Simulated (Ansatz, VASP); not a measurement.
One calculation of MgO, two programs

```xyz
128
Lattice="0.0000 8.5088 8.5088 8.5088 0.0000 8.5088 8.5088 8.5088 0.0000" Properties=species:S:1:pos:R:3 pbc="T T T"
Mg    0.0000    0.0000    0.0000
Mg    2.1272    2.1272    0.0000
Mg    4.2544    4.2544    0.0000
Mg    6.3816    6.3816    0.0000
Mg    2.1272    0.0000    2.1272
Mg    4.2544    2.1272    2.1272
Mg    6.3816    4.2544    2.1272
Mg    8.5088    6.3816    2.1272
Mg    4.2544    0.0000    4.2544
Mg    6.3816    2.1272    4.2544
Mg    8.5088    4.2544    4.2544
Mg   10.6360    6.3816    4.2544
Mg    6.3816    0.0000    6.3816
Mg    8.5088    2.1272    6.3816
Mg   10.6360    4.2544    6.3816
Mg   12.7631    6.3816    6.3816
Mg    0.0000    2.1272    2.1272
Mg    2.1272    4.2544    2.1272
Mg    4.2544    6.3816    2.1272
Mg    6.3816    8.5088    2.1272
Mg    2.1272    2.1272    4.2544
Mg    4.2544    4.2544    4.2544
Mg    6.3816    6.3816    4.2544
Mg    8.5088    8.5088    4.2544
Mg    4.2544    2.1272    6.3816
Mg    6.3816    4.2544    6.3816
Mg    8.5088    6.3816    6.3816
Mg   10.6360    8.5088    6.3816
Mg    6.3816    2.1272    8.5088
Mg    8.5088    4.2544    8.5088
Mg   10.6360    6.3816    8.5088
Mg   12.7631    8.5088    8.5088
Mg    0.0000    4.2544    4.2544
Mg    2.1272    6.3816    4.2544
Mg    4.2544    8.5088    4.2544
Mg    6.3816   10.6360    4.2544
Mg    2.1272    4.2544    6.3816
Mg    4.2544    6.3816    6.3816
Mg    6.3816    8.5088    6.3816
Mg    8.5088   10.6360    6.3816
Mg    4.2544    4.2544    8.5088
Mg    6.3816    6.3816    8.5088
Mg    8.5088    8.5088    8.5088
Mg   10.6360   10.6360    8.5088
Mg    6.3816    4.2544   10.6360
Mg    8.5088    6.3816   10.6360
Mg   10.6360    8.5088   10.6360
Mg   12.7631   10.6360   10.6360
Mg    0.0000    6.3816    6.3816
Mg    2.1272    8.5088    6.3816
Mg    4.2544   10.6360    6.3816
Mg    6.3816   12.7631    6.3816
Mg    2.1272    6.3816    8.5088
Mg    4.2544    8.5088    8.5088
Mg    6.3816   10.6360    8.5088
Mg    8.5088   12.7631    8.5088
Mg    4.2544    6.3816   10.6360
Mg    6.3816    8.5088   10.6360
Mg    8.5088   10.6360   10.6360
Mg   10.6360   12.7631   10.6360
Mg    6.3816    6.3816   12.7631
Mg    8.5088    8.5088   12.7631
Mg   10.6360   10.6360   12.7631
Mg   12.7631   12.7631   12.7631
O     2.1272    2.1272    2.1272
O     4.2544    4.2544    2.1272
O     6.3816    6.3816    2.1272
O     8.5088    8.5088    2.1272
O     4.2544    2.1272    4.2544
O     6.3816    4.2544    4.2544
O     8.5088    6.3816    4.2544
O    10.6360    8.5088    4.2544
O     6.3816    2.1272    6.3816
O     8.5088    4.2544    6.3816
O    10.6360    6.3816    6.3816
O    12.7631    8.5088    6.3816
O     8.5088    2.1272    8.5088
O    10.6360    4.2544    8.5088
O    12.7631    6.3816    8.5088
O    14.8903    8.5088    8.5088
O     2.1272    4.2544    4.2544
O     4.2544    6.3816    4.2544
O     6.3816    8.5088    4.2544
O     8.5088   10.6360    4.2544
O     4.2544    4.2544    6.3816
O     6.3816    6.3816    6.3816
O     8.5088    8.5088    6.3816
O    10.6360   10.6360    6.3816
O     6.3816    4.2544    8.5088
O     8.5088    6.3816    8.5088
O    10.6360    8.5088    8.5088
O    12.7631   10.6360    8.5088
O     8.5088    4.2544   10.6360
O    10.6360    6.3816   10.6360
O    12.7631    8.5088   10.6360
O    14.8903   10.6360   10.6360
O     2.1272    6.3816    6.3816
O     4.2544    8.5088    6.3816
O     6.3816   10.6360    6.3816
O     8.5088   12.7631    6.3816
O     4.2544    6.3816    8.5088
O     6.3816    8.5088    8.5088
O     8.5088   10.6360    8.5088
O    10.6360   12.7631    8.5088
O     6.3816    6.3816   10.6360
O     8.5088    8.5088   10.6360
O    10.6360   10.6360   10.6360
O    12.7631   12.7631   10.6360
O     8.5088    6.3816   12.7631
O    10.6360    8.5088   12.7631
O    12.7631   10.6360   12.7631
O    14.8903   12.7631   12.7631
O     2.1272    8.5088    8.5088
O     4.2544   10.6360    8.5088
O     6.3816   12.7631    8.5088
O     8.5088   14.8903    8.5088
O     4.2544    8.5088   10.6360
O     6.3816   10.6360   10.6360
O     8.5088   12.7631   10.6360
O    10.6360   14.8903   10.6360
O     6.3816    8.5088   12.7631
O     8.5088   10.6360   12.7631
O    10.6360   12.7631   12.7631
O    12.7631   14.8903   12.7631
O     8.5088    8.5088   14.8903
O    10.6360   10.6360   14.8903
O    12.7631   12.7631   14.8903
O    14.8903   14.8903   14.8903
```

Alike in both runs: task single point; functional r2SCAN; k mesh 1 × 1 × 1; no spin polarisation.

|  | VASP | Ansatz |
| --- | --- | --- |
| version | VASP 6.6.1 | Ansatz 0.2.0 |
| potentials or method | VASP PAW PBE potentials, release 64 (Mg, O), cutoff 520 eV | plane-wave PAW DFT |
| occupations | gaussian, width 0.01 eV | fixed |
| valence electrons in the cell | 512 | 1024 |

|  | VASP | Ansatz | Ansatz less VASP |
| --- | --- | --- | --- |
| pressure (GPa) | -6.6 | -5.1 | +1.48 |

VASP's potentials were made for PBE, not for r2SCAN. VASP's potentials hold 512 valence electrons a cell and Ansatz's 1024, so a difference there can come from the potentials and not from the codes.

The k mesh is coarse, so the values compare programs but aren't converged.
